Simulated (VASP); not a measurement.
Set up this calculation in VASP 6.6.1, as the native input.

| Quantity | Value |
| --- | --- |
| Task | single point |
| Functional | PBE |
| Potentials or basis | VASP PAW PBE potentials, release 64 (S) |
| Cutoff | 520 eV |
| k mesh | 10 × 10 × 10 |
| Occupations | fermi-dirac, width 0.1 eV |
| Spin | no spin polarisation |
| Dipole correction | no |
| Further INCAR settings | ALGO = Normal; EDIFF = 1e-07; NBANDS = 9 |

The structure of S lies in POSCAR:

```
S
1.0
    1.6412262945      0.9475640295      0.8627631640
   -1.6412262945      0.9475640295      0.8627631640
    0.0000000000     -1.8951280591      0.8627631640
S
1
Direct
    0.0000000000      0.0000000000      0.0000000000
```

The input as run:

INCAR

```
ALGO = Normal ; EDIFF = 1E-7
ENCUT = 520 ; GGA = PE
ISIF = 2 ; ISMEAR = -1
LASPH = T ; LCHARG = T
LELF = T ; LREAL = F
LVHAR = T ; LWAVE = F
NBANDS = 9 ; NELM = 60
PREC = Accurate ; SIGMA = 0.1
```

KPOINTS

```
k-points
0
Gamma
  10 10 10
```

Potentials or basis: VASP PAW PBE potentials, release 64 (S).

Run with:

```console
$ cat potpaw_PBE.64/S/POTCAR > POTCAR
$ mpirun -np 1 vasp_std > vasp.out
```

Results of the run:

```yaml
Pressure: 213.5 GPa
Band_gap_on_the_k_mesh: zero (band 3 reaches 28.99 eV, above the bottom of band 4 at 13.90 eV)
```

Wall time 6 s on 1 thread of Intel Xeon 6975P-C (shared host), peak memory 0.11 GiB.
